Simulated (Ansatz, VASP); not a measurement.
## Two plane-wave programs on Ga

INCAR

```
SYSTEM = Ga
PREC = Accurate
ENCUT = 520
EDIFF = 1E-6
ISMEAR = -1
SIGMA = 0.05
LREAL = .False.
LASPH = .True.
NELM = 100
ALGO = Normal
ISIF = 2
LWAVE = .False.
LCHARG = .False.
GGA = PS
NBANDS = 20
```

Contents of KPOINTS:

```
Automatic mesh
0
Gamma
  11 11 6
  0 0 0
```

POSCAR

```
Ga
1.0
    3.0031658500      0.0000000000      0.0000000000
   -1.5015829250      2.6008179178      0.0000000000
    0.0000000000      0.0000000000      4.8651286769
Ga
2
Direct
    0.2333333333      0.6166666667      0.1750000000
    0.7666666667      0.3833333333      0.8250000000
```

Input for Ansatz:

```yaml
crystal:
  lattice:
    - [3.00316585, 0.0, 0.0]
    - [-1.501582925, 2.6008179178, 0.0]
    - [0.0, 0.0, 4.8651286769]
  atoms:
    - { symbol: Ga, position: [0.2333333333, 0.6166666667, 0.175] }
    - { symbol: Ga, position: [0.7666666667, 0.3833333333, 0.825] }
kpoints:
  mp_grid: { grid: [11, 11, 6] }
scf:
  occupations: { method: fermi_dirac, width: 0.05 }
hamiltonian:
  xc: pbesol
  pseudopotentials: { kind: paw }
output:
  forces: true
  stress: true
  eigenvalues: true
  populations: true
  write_density: true
  write_potential: true
  elf: true
  volumetric_format: npy
```

Change from the starting cell: shortest bond scaled by 0.7, PAW files.

Alike in both runs: task single point; functional PBEsol; k mesh 11 × 11 × 6; occupations fermi-dirac, width 0.05 eV; no spin polarisation.

|  | VASP | Ansatz |
| --- | --- | --- |
| version | VASP 6.6.1 | Ansatz 0.2.0 |
| potentials or method | VASP PAW PBE potentials, release 64 (Ga_d) | PAW with Ansatz's default frozen-core files, scalar-relativistic |
| plane-wave cutoff (eV) | 520 | 420 |
| valence electrons in the cell | 26 | 26 |

|  | VASP | Ansatz | Ansatz less VASP |
| --- | --- | --- | --- |
| pressure (GPa) | 15.3 | 15.0 | -0.29 |
| traceless stress, the component that is largest in VASP (GPa) | 15.10 | 14.96 | -0.140 |
| rms of the force components (eV/Å) | 3.299 | 3.272 | -0.0270 |

VASP's potentials were made for PBE, not for PBEsol. Atom by atom the forces differ by 0.027 eV/Å (rms over components).
